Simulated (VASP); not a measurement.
Runs of VASP 6.6.1 on Be. The structure is that of space group P6_3/mmc (No. 194), or close to it. The cells are those of the table. 

| task | cell | k mesh | cutoff (eV) | gap on the mesh (eV) | pressure (GPa) |
| --- | --- | --- | --- | --- | --- |
| single point | a = 2.277, b = 2.277, c = 7.254 Å, angles 90.0, 90.0, 120.0°, 4 atoms | 18 × 18 × 5 | 520 | none | -4.2 |
| relaxation of cell and atoms | relaxed from a = 2.255, b = 2.255, c = 7.366 Å, angles 90.0, 90.0, 120.0°, 4 atoms | 16 × 16 × 5 | 600 | none | -0.1 |
| single point | a = 2.186, b = 2.186, c = 6.964 Å, angles 90.0, 90.0, 120.0°, 4 atoms | 18 × 18 × 5 | 520 | none | 12.3 |
| single point | a = 2.306, b = 2.306, c = 7.346 Å, angles 90.0, 90.0, 120.0°, 4 atoms | 18 × 18 × 5 | 520 | none | (a) |
| single point | a = 2.247, b = 2.247, c = 7.160 Å, angles 90.0, 90.0, 120.0°, 4 atoms | 21 × 21 × 6 | 520 | none | 0.4 |
| single point | a = 2.247, b = 2.247, c = 7.160 Å, angles 90.0, 90.0, 120.0°, 4 atoms | 18 × 18 × 5 | 520 | none | 0.4 |
| single point | a = 2.247, b = 2.247, c = 7.160 Å, angles 90.0, 90.0, 120.0°, 4 atoms | 16 × 16 × 5 | 520 | none | 0.4 |
| single point | a = 2.334, b = 2.334, c = 7.436 Å, angles 90.0, 90.0, 120.0°, 4 atoms | 18 × 18 × 5 | 520 | none | (b) |
| single point | a = 2.153, b = 2.153, c = 6.861 Å, angles 90.0, 90.0, 120.0°, 4 atoms | 18 × 18 × 5 | 520 | none | 20.0 |
| single point | a = 2.217, b = 2.217, c = 7.063 Å, angles 90.0, 90.0, 120.0°, 4 atoms | 18 × 18 × 5 | 520 | none | 5.8 |

Alike in all rows: level PBEsol; potentials or basis VASP PAW PBE potentials, release 64 (Be); no spin polarisation; smearing fermi-dirac 0.1 eV.

Question: Fill in the values left out.

Answer: (a) -8.1; (b) -11.3.

Caveats: the PAW data sets were made with another functional, which shifts forces and pressure a little; the cell stands under tension (at least some runs); the cell stands under pressure (at least some runs).

A gap of «none» marks levels without a gap at the run's occupations.
